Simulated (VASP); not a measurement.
# Zr2SiO4 in VASP: single point with PBE+D3(BJ)

Aim: the single point of Zr2SiO4 with PBE+D3(BJ).

Program: VASP 6.6.1. These are calculated values, not measurements. Logs are shortened: lines on timing, memory, paths and dates and some standing lists are left out, and cuts for length are marked.

**1. The cell of the first run**

The cell holds a slab with vacuum, 7 atoms: a = 3.597 Å, b = 3.597 Å, c = 21.373 Å, α = 90.00°, β = 90.00°, γ = 120.00°.

**2. Single point, PBE+D3(BJ), collinear spin**

INCAR reads:

```
SYSTEM = Zr2SiO4
  PREC = Accurate
  ENCUT = 520
  EDIFF = 1E-6
  ISMEAR = 0
  SIGMA = 0.05
  LREAL = .False.
  LASPH = .True.
  NELM = 200
  ALGO = Normal
  ISIF = 2
  LWAVE = .False.
  LCHARG = .False.
  ISPIN = 2
  MAGMOM = 0 0 0 0 0 0 2
  LORBIT = 11
  LMAXMIX = 4
  LDIPOL = .True.
  IDIPOL = 3
  DIPOL = 0.5 0.5 0.318
  GGA = PE
  IVDW = 12
  NBANDS = 39
  GGA_COMPAT = .False.
  NELMDL = -8
```

KPOINTS reads:

```
Automatic mesh
0
Gamma
  9 9 1
  0 0 0
```

POSCAR reads:

```
Zr2SiO4
1.0
    3.5974414580      0.0000000000      0.0000000000
   -1.7987207290      3.1154756913      0.0000000000
    0.0000000000      0.0000000000     21.3728427344
O Zr Si
4 2 1
Direct
    0.0000000000      0.0000000000      0.1871533913
    0.3333333333      0.6666666667      0.2558690668
    0.6666666667      0.3333333333      0.3197992968
    0.0000000000      0.0000000000      0.3917514782
    0.6666666667      0.3333333333      0.2215112290
    0.3333333333      0.6666666667      0.3546358399
    0.0000000000      0.5000000000      0.4946858434
```

Potentials or basis: VASP PAW PBE potentials, release 64 (O, Zr_sv, Si).

Command:

```bash
> cat potpaw_PBE.64/O/POTCAR potpaw_PBE.64/Zr_sv/POTCAR potpaw_PBE.64/Si/POTCAR > POTCAR
> mpirun -np 1 vasp_std > vasp.out
```

OUTCAR:

```text
SYSTEM = Zr2SiO4
   PREC = Accurate
   ENCUT = 520
   EDIFF = 1E-6
   ISMEAR = 0
   LREAL = .False.
   LASPH = .True.
   NELM = 200
   ISIF = 2
   ISPIN = 2
   LORBIT = 11
   GGA = PE
   IVDW = 12
   NELMDL = -8
 IVDW          = 12

 ion  position               nearest neighbor table
   1  0.000  0.000  0.187-   5 2.20   5 2.20   5 2.20
   2  0.333  0.667  0.256-   6 2.11   5 2.20   5 2.20   5 2.20
   3  0.667  0.333  0.320-   5 2.10   6 2.21   6 2.21   6 2.21
   4  0.000  0.000  0.392-   6 2.22   6 2.22   6 2.22
   5  0.667  0.333  0.222-   3 2.10   1 2.20   1 2.20   1 2.20   2 2.20   2 2.20   2 2.20   6 3.52
                             6 3.52   6 3.52
   6  0.333  0.667  0.355-   2 2.11   3 2.21   3 2.21   3 2.21   4 2.22   4 2.22   4 2.22   7 3.17
                             5 3.52   5 3.52   5 3.52
   7  0.000  0.500  0.495-   6 3.17

  LATTYP: Found a hexagonal cell.
 ALAT       =     3.5974414580
 C/A-ratio  =     5.9411231521

  Lattice vectors:

 A1 = (   3.5974414580,   0.0000000000,   0.0000000000)
 A2 = (  -1.7987207290,   3.1154756913,   0.0000000000)
 A3 = (   0.0000000000,   0.0000000000,  21.3728427344)

Analysis of symmetry for initial positions (statically):
=====================================================================
 Subroutine PRICEL returns:
 Original cell was already a primitive cell.

 Routine SETGRP: Setting up the symmetry group for a
 hexagonal supercell.

 Subroutine GETGRP returns: Found  2 space group operations
 (whereof  2 operations were pure point group operations)
 out of a pool of 24 trial point group operations.

The static configuration has the point symmetry C_1h.

Analysis of symmetry for dynamics (positions and initial velocities):
=====================================================================
 Subroutine PRICEL returns:
 Original cell was already a primitive cell.

 Routine SETGRP: Setting up the symmetry group for a
 hexagonal supercell.

 Subroutine GETGRP returns: Found  2 space group operations
 (whereof  2 operations were pure point group operations)
 out of a pool of 24 trial point group operations.

The dynamic configuration has the point symmetry C_1h.

Analysis of structural, dynamic, and magnetic symmetry:
=====================================================================
 Subroutine PRICEL returns:
 Original cell was already a primitive cell.

 Routine SETGRP: Setting up the symmetry group for a
 hexagonal supercell.

 Subroutine GETGRP returns: Found  2 space group operations
 (whereof  2 operations were pure point group operations)
 out of a pool of 24 trial point group operations.

The overall configuration has the point symmetry C_1h.

 Subroutine INISYM returns: Found  2 space group operations
 (whereof  2 operations are pure point group operations),
 and found     1 'primitive' translations

----------------------------------------------------------------------------------------

                                     Primitive cell

  volume of cell :     239.5413

  direct lattice vectors                    reciprocal lattice vectors
     3.597441458  0.000000000  0.000000000     0.277975337  0.160489135  0.000000000
    -1.798720729  3.115475691  0.000000000     0.000000000  0.320978271  0.000000000
     0.000000000  0.000000000 21.372842734     0.000000000  0.000000000  0.046788348

  length of vectors
     3.597441458  3.597441458 21.372842734     0.320978271  0.320978271  0.046788348

  position of ions in fractional coordinates (direct lattice)
     0.000000000  0.000000000  0.187153391
     0.333333333  0.666666667  0.255869067
     0.666666667  0.333333333  0.319799297
     0.000000000  0.000000000  0.391751478
     0.666666667  0.333333333  0.221511229
     0.333333333  0.666666667  0.354635840
     0.000000000  0.500000000  0.494685843

  ion indices of the primitive-cell ions
   primitive index   ion index
                 1           1
                 2           2
                 3           3
                 4           4
                 5           5
                 6           6
                 7           7

----------------------------------------------------------------------------------------

 KPOINTS: Automatic mesh

Automatic generation of k-mesh.
 Grid dimensions read from file:
 generate k-points for:    9    9    1

 Generating k-lattice:

  Cartesian coordinates                     Fractional coordinates (reciprocal lattice)
     0.030886149  0.017832126  0.000000000     0.111111111  0.000000000  0.000000000
     0.000000000  0.035664252  0.000000000     0.000000000  0.111111111  0.000000000
     0.000000000  0.000000000  0.046788348     0.000000000  0.000000000  1.000000000

  Length of vectors
     0.035664252  0.035664252  0.046788348

  Shift w.r.t. Gamma in fractional coordinates (k-lattice)
     0.000000000  0.000000000  0.000000000

 Subroutine IBZKPT returns following result:
 ===========================================

 Found     25 irreducible k-points:

 Following reciprocal coordinates:
            Coordinates               Weight
  0.000000  0.000000  0.000000      1.000000
  0.111111 -0.000000  0.000000      2.000000
  0.000000  0.111111  0.000000      4.000000
  0.222222  0.000000  0.000000      2.000000
  0.000000  0.222222  0.000000      4.000000
  0.333333 -0.000000  0.000000      2.000000
[... 16 lines left out ...]
 -0.222222 -0.444444  0.000000      4.000000
  0.444444  0.333333  0.000000      4.000000
   k-points           NKPTS =     25   k-points in BZ     NKDIM =     25   number of bands    NBANDS=     39
   number of dos      NEDOS =    301   number of ions     NIONS =      7
   total plane-waves  NPLWV = 125440
   dimension x,y,z NGX =    28 NGY =   28 NGZ =  160
   dimension x,y,z NGXF=    56 NGYF=   56 NGZF=  320
   ions per type =               4   2   1
   NGX,Y,Z   is equivalent  to a cutoff of  12.94, 12.94, 12.45 a.u.
   NGXF,Y,Z  is equivalent  to a cutoff of  25.88, 25.88, 24.89 a.u.
 SYSTEM =  Zr2SiO4
   PREC   = accura    normal or accurate (medium, high low for compatibility)
   ISTART =      0    job   : 0-new  1-cont  2-samecut
   ICHARG =      2    charge: 1-file 2-atom 10-const
   ISPIN  =      2    spin polarized calculation?
   LNONCOLLINEAR =      F non collinear calculations
   LSORBIT =      F    spin-orbit coupling
   LASPH  =      T    aspherical Exc in radial PAW
   ENCUT  =  520.0 eV  38.22 Ry    6.18 a.u.   6.69  6.69 39.74*2*pi/ulx,y,z
   NELM   =    200;   NELMIN=  2; NELMDL= -8     # of ELM steps
   EDIFF  = 0.1E-05   stopping-criterion for ELM
   LREAL  =      F    real-space projection
   EDIFFG = 0.1E-04   stopping-criterion for IOM
   NSW    =      0    number of steps for IOM
   IBRION =     -1    ionic relax: 0-MD 1-quasi-New 2-CG
   NFREE  =      0    steps in history (QN), initial steepest desc. (CG)
   ISIF   =      2    stress and relaxation
   ISYM   =      2    0-nonsym 1-usesym 2-fastsym
   POTIM  = 0.5000    time-step for ionic-motion
   TEBEG  =    0.0;   TEEND  =   0.0 temperature during run
   PSTRESS=    0.0 pullay stress
   NELECT =      52.0000    total number of electrons
   NUPDOWN=      -1.0000    fix difference up-down
   EMIN   =  10.00;   EMAX   =-10.00  energy-range for DOS
   EFERMI =   0.00;   METHOD = LEGACY
   ISMEAR =     0;   SIGMA  =   0.05  broadening in eV -4-tet -1-fermi 0-gaus
   EFERMI_NEDOS =   21; number of points for ismear=-14 and -15
   IALGO  =     38    algorithm
   IMIX   =      4    mixing-type and parameters
     AMIX     =   0.40;   BMIX     =  1.00
     AMIX_MAG =   1.60;   BMIX_MAG =  1.00
  volume/ion in A,a.u.               =      34.22       230.93
  Fermi-wavevector in a.u.,A,eV,Ry     =   0.983896  1.859294 13.171135  0.968051
  Thomas-Fermi vector in A             =   2.115088
   LORBIT       =     11    0 simple, 1 ext, 2 COOP (PROOUT), +10 PAW based schemes
   GGA     = PE    functional components
   LHFCALC =     F    Hartree Fock is set to
   AEXX    =    0.0000 exact exchange contribution
   IVDW    =    12    specifies the selected vdW correction
   LEPSILON=     F    determine dielectric tensor
   LRPA    =     F    only Hartree local field effects (RPA)
 spin polarized calculation
 Gauss-broadening in eV      SIGMA  =   0.05
  energy-cutoff  :      520.00
  volume of cell :      239.54
 maximum number of plane-waves:      6511
   NGX = 13   NGY = 13   NGZ = 79

 dipolmoment           0.000000      0.000000     -0.003113 electrons x Angstroem

 number of electron      51.9999999 magnetization       0.8126470

 dipolmoment           0.000000      0.000000      0.033640 electrons x Angstroem

 Free energy of the ion-electron system (eV)
  ---------------------------------------------------
  ext. energy  EPLUGINS =         0.00000000
  ---------------------------------------------------
  free energy    TOTEN  =       -58.53613544 eV

  energy without entropy =      -58.53179823  energy(sigma->0) =      -58.53396684

 E-fermi :   0.5954     XC(G=0):  -4.9427

 val. band max:        0.5913329869   @ k =   0.4444   0.3333   0.0000
 cond. band min:       0.5954259423   @ k =   0.3333   0.2222   0.0000
 fundamental gap:      0.0040929554
 Fermi energy:         0.5953865362

 spin component 1

 k-point     1 :       0.0000    0.0000    0.0000
  band No.  band energies     occupation
      1     -49.9461      1.00000
      2     -49.9137      1.00000
      3     -28.4005      1.00000
      4     -27.9460      1.00000
      5     -27.7931      1.00000
      6     -27.7900      1.00000
[... 30 lines left out ...]
     37       5.5166      0.00000
     38       6.1059      0.00000
[... 941 lines left out ...]
     37       5.0925      0.00000
     38       5.5721      0.00000

 [... further k-points ...]

 spin component 2

 k-point     1 :       0.0000    0.0000    0.0000
  band No.  band energies     occupation
      1     -49.9339      1.00000
      2     -49.8858      1.00000
      3     -28.3747      1.00000
      4     -27.9103      1.00000
      5     -27.7702      1.00000
      6     -27.7657      1.00000
[... 30 lines left out ...]
     37       5.5816      0.00000
     38       6.2453      0.00000
[... 941 lines left out ...]
     37       5.1361      0.00000
     38       5.6233      0.00000

 [... further k-points ...]

 [bands above 38 left out]

------------------------ aborting loop because EDIFF is reached ----------------------------------------

 vacuum level on the upper side and lower side of the slab       (xc-potential included)         0.238        -0.293

 Edisp (eV)   -1.45610

 E8    (eV) :    -0.6403

  FORCE on cell =-STRESS in cart. coord.  units (eV):
  Direction    XX          YY          ZZ          XY          YZ          ZX
  --------------------------------------------------------------------------------------
  -------------------------------------------------------------------------------------
  Total      -7.52697    -7.43461     1.26673    -0.07998    -0.02831    -0.04904
  in kB     -50.34429   -49.72658     8.47252    -0.53495    -0.18937    -0.32800
  external pressure =      -30.53 kB  Pullay stress =        0.00 kB

 VOLUME and BASIS-vectors are now :
 -----------------------------------------------------------------------------
  energy-cutoff  :      520.00
  volume of cell :      239.54
      direct lattice vectors                 reciprocal lattice vectors
     3.597441458  0.000000000  0.000000000     0.277975337  0.160489135  0.000000000
    -1.798720729  3.115475691  0.000000000     0.000000000  0.320978271  0.000000000
     0.000000000  0.000000000 21.372842734     0.000000000  0.000000000  0.046788348

 POSITION                                       TOTAL-FORCE (eV/Angst)
 -----------------------------------------------------------------------------------
      0.00000      0.00000      4.00000        -0.003756     -0.002169     -0.591420
     -0.00000      2.07698      5.46865        -0.023888     -0.013791      0.080446
      1.79872      1.03849      6.83502        -0.021076     -0.012168      0.158925
      0.00000      0.00000      8.37284        -0.124131     -0.071667     -0.276082
      1.79872      1.03849      4.73432         0.001518      0.000876      0.193451
     -0.00000      2.07698      7.57958         0.181253      0.104646      0.327425
     -0.89936      1.55774     10.57284        -0.009920     -0.005727      0.107254
 -----------------------------------------------------------------------------------
    total drift:                               -0.001054     -0.000608      0.000523

  FREE ENERGIE OF THE ION-ELECTRON SYSTEM (eV)
  ---------------------------------------------------
  free  energy   TOTEN  =       -59.9922378617 eV

  energy  without entropy=      -59.9879006511  energy(sigma->0) =      -59.99006926

 vacuum level on the upper side and lower side of the slab         4.974         4.442

 total charge

# of ion       s       p       d       tot
------------------------------------------
    1        1.560   3.459   0.000   5.019
    2        1.567   3.548   0.000   5.116
    3        1.567   3.546   0.000   5.112
    4        1.569   3.430   0.000   4.999
    5        2.169   6.038   1.324   9.531
    6        2.167   6.038   1.328   9.532
    7        0.946   0.514   0.000   1.461
--------------------------------------------------
tot         11.546  26.573   2.652  40.771

 magnetization (x)

# of ion       s       p       d       tot
------------------------------------------
    1        0.000   0.000   0.000   0.000
    2        0.001   0.003   0.000   0.004
    3        0.000   0.003   0.000   0.003
    4        0.006   0.044   0.000   0.050
    5        0.000   0.000   0.004   0.004
    6        0.003   0.004   0.041   0.048
    7        0.007   0.161   0.000   0.168
--------------------------------------------------
tot          0.018   0.215   0.045   0.278
```

Wall time 38 min (1 thread of Intel Xeon 6975P-C (Granite Rapids), shared host); peak memory 0.67 GiB.

What came out:

```
Free energy                                           : -59.9922 eV
Largest force                                         : 0.591 eV/Å
Net moment                                            : 0.81 μB per cell
Site moments                                          : O +0.00, +0.05 (each value once); Zr +0.00, +0.05; Si +0.17 μB
Valence electrons inside the program's atomic spheres : O 5.02, 5.12, 5.11, 5.00; Zr 9.53; Si 1.46
Dispersion energy per atom                            : -0.208 eV
```

Forces on the atoms (eV/Å):
```
O   -0.004 -0.002 -0.591
O   -0.024 -0.014  0.080
O   -0.021 -0.012  0.159
O   -0.124 -0.072 -0.276
Zr   0.002  0.001  0.193
Zr   0.181  0.105  0.327
Si  -0.010 -0.006  0.107
```

Caveat: a moment this small can come from the mesh or the smearing.
